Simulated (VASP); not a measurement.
Here is a VASP 6.6.1 calculation.

The input INCAR:

```
SYSTEM = BiH
  PREC = Accurate
  ENCUT = 520
  EDIFF = 1E-6
  ISMEAR = 0
  SIGMA = 0.1
  LREAL = .False.
  LASPH = .True.
  NELM = 100
  ALGO = Normal
  ISIF = 2
  LWAVE = .False.
  LCHARG = .True.
  GGA = PE
  LELF = .True.
  LVHAR = .True.
  NBANDS = 24
```

File KPOINTS:

```
Automatic mesh
0
Gamma
  15 15 8
  0 0 0
```

POSCAR

```
BiH
1.0
    3.6757404222      0.0000000000      0.0000000000
   -1.8378702111      3.1832845834      0.0000000000
    0.0000000000      0.0000000000      5.7829422168
Bi H
2 2
Direct
    0.3333333333      0.6666666667      0.7500000000
    0.6666666667      0.3333333333      0.2500000000
    0.0000000000      0.0000000000      0.0000000000
    0.0000000000      0.0000000000      0.5000000000
```

Potentials or basis: VASP PAW PBE potentials, release 64 (Bi_d, H).

The run is started by

```console
$ cat potpaw_PBE.64/Bi_d/POTCAR potpaw_PBE.64/H/POTCAR > POTCAR
$ mpirun -np 1 vasp_std > vasp.out
```

**Question.** Estimate the pressure.

**Answer.** -0.1 GPa.

**Question.** Predict the band gap on the k mesh.

**Answer.** Zero (band 16 reaches 10.36 eV, above the bottom of band 17 at 5.80 eV).

Caveat: spin-orbit coupling is left out, which moves the levels of the heavy elements.
